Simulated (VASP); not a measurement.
Input of a VASP 6.6.1 run:

The input INCAR:

```
PREC = Accurate
ENCUT = 520
EDIFF = 1E-6
ISMEAR = 0
SIGMA = 0.1
LREAL = Auto
LASPH = True
NELM = 100
ALGO = Normal
ISIF = 2
LWAVE = False
LCHARG = False
GGA = PS
NBANDS = 82
```

KPOINTS

```
regular mesh
0
Gamma
  10 10 3
```

Contents of POSCAR:

```
SiNi3
1.0
    3.4612022787      0.0000000000      0.0000000000
    0.0000000000      3.4612022787      0.0000000000
    0.0000000000      0.0000000000     13.8448091149
Si Ni
4 12
Direct
    0.0000000000      0.0000000000      0.0000000000
    0.0000000000      0.0000000000      0.2500000000
    0.5000000000      0.0000000000      0.6250000000
    0.5000000000      0.0000000000      0.8750000000
    0.0000000000      0.5000000000      0.1250000000
    0.5000000000      0.0000000000      0.1250000000
    0.5000000000      0.5000000000      0.0000000000
    0.0000000000      0.5000000000      0.3750000000
    0.5000000000      0.0000000000      0.3750000000
    0.5000000000      0.5000000000      0.2500000000
    0.0000000000      0.0000000000      0.5000000000
    0.0000000000      0.5000000000      0.6250000000
    0.5000000000      0.5000000000      0.5000000000
    0.0000000000      0.0000000000      0.7500000000
    0.0000000000      0.5000000000      0.8750000000
    0.5000000000      0.5000000000      0.7500000000
```

Potentials or basis: VASP PAW PBE potentials, release 64 (Si, Ni).

Run with:

```console
$ cat potpaw_PBE.64/Si/POTCAR potpaw_PBE.64/Ni/POTCAR > POTCAR
$ mpirun -np 1 vasp_std > vasp.out
```

**Question.** Estimate the largest force.

**Answer.** 1.706 eV/Å.

**Question.** Estimate the pressure.

**Answer.** 1.5 GPa.

**Question.** What does it give for the band gap on the k mesh?

**Answer.** Zero (bands 68 and 69 overlap by 0.31 eV).

Stress tensor (GPa, compression positive):
```
 2.44  0.00  0.00
 0.00 -0.08  0.00
 0.00  0.00  2.01
```

Caveat: the PAW data sets were made with another functional, which shifts forces and pressure a little. Spin polarisation is off, so any magnetic state and its effect on volume and gap are missing.
